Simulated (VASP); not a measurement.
PbSe, 2 atoms in the cell. The structure is trigonal, space group R3m (No. 160). Conventional cell: a = 4.841 Å, b = 4.841 Å, c = 11.517 Å, α = 90.00°, β = 90.00°, γ = 120.00°. Within 3.9 Å of Pb (site symmetry 3m) lie 4 Se at 2.93 to 2.94 Å. Within 3.9 Å of Se (site symmetry 3m) lie 4 Pb at 2.93 to 2.94 Å.  This cell differs from its parent crystal: strain along [111] -2.9%.

| Quantity | Value |
| --- | --- |
| Program | VASP 6.6.1 |
| Task | single point |
| Functional | PBE |
| Potentials or basis | VASP PAW PBE potentials, release 64 (Pb_d, Se) |
| Cutoff | 520 eV |
| k mesh | 6 × 6 × 6 |
| Occupations | fermi-dirac, width 0.02 eV |
| Spin | no spin polarisation |
| Dipole correction | no |
| Further INCAR settings | ALGO = Normal; EDIFF = 1e-06; NBANDS = 17 |

Potentials or basis: VASP PAW PBE potentials, release 64 (Pb_d, Se).

Run with:

```sh
$ cat potpaw_PBE.64/Pb_d/POTCAR potpaw_PBE.64/Se/POTCAR > POTCAR
$ mpirun -np 1 vasp_std > vasp.out
```

Hardware: 1 thread of Intel(R) Xeon(R) Platinum 8259CL CPU @ 2.50GHz (Skylake/Cascade Lake) (shared host).

Q: How long does it take, and how much memory?

A: Wall time 31 s on 1 thread of Intel(R) Xeon(R) Platinum 8259CL CPU @ 2.50GHz (Skylake/Cascade Lake), on a shared host, peak memory 0.23 GiB. Counts: scf iterations 14, k points 32.
